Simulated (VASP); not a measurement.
Wanted: the native input for a VASP 6.6.1 run.

* Task: single point
* Functional: PBE
* Potentials or basis: VASP PAW PBE potentials, release 64 (Li_sv, F)
* Cutoff: 520 eV
* k mesh: 10 × 10 × 10
* Occupations: fermi-dirac, width 0.03 eV
* Spin: no spin polarisation
* Dipole correction: no
* Further INCAR settings: ALGO = Normal; EDIFF = 1e-06; NBANDS = 12

The structure of LiF lies in POSCAR:

```
LiF
1.0
    0.0805600000      2.0542800000      2.0542800000
    2.0542800000      0.0805600000      2.0542800000
    2.0542800000      2.0542800000      0.0805600000
Li F
1 1
Direct
    0.0000000000      0.0000000000      0.0000000000
    0.5000000000      0.5000000000      0.5000000000
```

This cell differs from its parent crystal: equal xy, yz and zx shear strains of +4 %.

The input as run:

INCAR

```
  PREC = Accurate
  ENCUT = 520
  EDIFF = 1E-6
  ISMEAR = -1
  SIGMA = 0.03
  LREAL = F
  LASPH = T
  NELM = 100
  ALGO = Normal
  ISIF = 2
  LWAVE = F
  LCHARG = F
  GGA = PE
  NBANDS = 12
```

KPOINTS

```
Automatic mesh
0
Gamma
  10 10 10
```

Potentials or basis: VASP PAW PBE potentials, release 64 (Li_sv, F).

Command:

```bash
$ cat potpaw_PBE.64/Li_sv/POTCAR potpaw_PBE.64/F/POTCAR > POTCAR
$ mpirun -np 1 vasp_std > vasp.out
```

It gave:

| Property | Result |
| --- | --- |
| Band gap on the k mesh | 8.96 eV |

Caveat: the cell differs from its parent crystal (equal xy, yz and zx shear strains of +4 %).

It took 27 s on 1 thread of Intel Xeon 8259CL, with other jobs on the host, peak memory 0.14 GiB.
